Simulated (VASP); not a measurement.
Wanted: the native input for a VASP 6.6.1 run.

```yaml
Task: relaxation of cell and atoms
Functional: PBE
Potentials_or_basis: VASP PAW PBE potentials, release 64 (Au, Al)
Cutoff: 600 eV
k_mesh: 8 × 8 × 8
Occupations: fermi-dirac, width 0.05 eV
Spin: no spin polarisation
Dipole_correction: no
Further_INCAR_settings: ALGO = Normal; EDIFF = 1e-06; IBRION = 2; EDIFFG = -0.01; NSW = 60; ISIF = 3
```

The structure of Al2Au lies in POSCAR:

```
Al2Au
1.0
    0.0000000000      3.0000000000      3.0000000000
    3.0000000000      0.0000000000      3.0000000000
    3.0000000000      3.0000000000      0.0000000000
Au Al
1 2
Direct
    0.0000000000      0.0000000000      0.0000000000
    0.7500000000      0.7500000000      0.7500000000
    0.2500000000      0.2500000000      0.2500000000
```

The input as run:

INCAR

```
SYSTEM = Al2Au
ALGO     = Normal         ! electronic algorithm
EDIFF    = 1E-6           ! SCF threshold, eV
EDIFFG   = -0.01          ! ionic threshold
ENCUT    = 600            ! plane-wave cutoff, eV
GGA      = PE             ! functional
IBRION   = 2              ! ionic algorithm
ISIF     = 3              ! what is computed and relaxed
ISMEAR   = -1             ! smearing method
LASPH    = .True.         ! aspherical terms in the spheres
LCHARG   = .False.        ! write CHGCAR
LREAL    = .False.        ! projectors in reciprocal space
LWAVE    = .False.        ! write WAVECAR
NELM     = 80             ! most SCF steps
NSW      = 60             ! ionic steps
PREC     = Accurate       ! precision mode
SIGMA    = 0.05           ! smearing width, eV
```

KPOINTS

```
k-points
0
Gamma
  8 8 8
  0 0 0
```

Potentials or basis: VASP PAW PBE potentials, release 64 (Au, Al).

Command:

```sh
$ cat potpaw_PBE.64/Au/POTCAR potpaw_PBE.64/Al/POTCAR > POTCAR
$ mpirun -np 1 vasp_std > vasp.out
```

It gave:

The relaxed volume is 18.51 Å³/atom, the relaxed cell is a = 4.282 Å, b = 4.282 Å, c = 4.282 Å, α = 60.00°, β = 60.00°, γ = 60.00° and the space group after relaxing (to 0.05 Å) is Fm-3m (No. 225). The energy gained by relaxing is 4.7 meV/atom and the ionic steps are 3. The pressure after relaxing is 0.0 GPa.

Wall time 81 s on 1 thread of AMD EPYC 7R43 64-Core Processor (Zen 3) (shared host), peak memory 0.18 GiB.
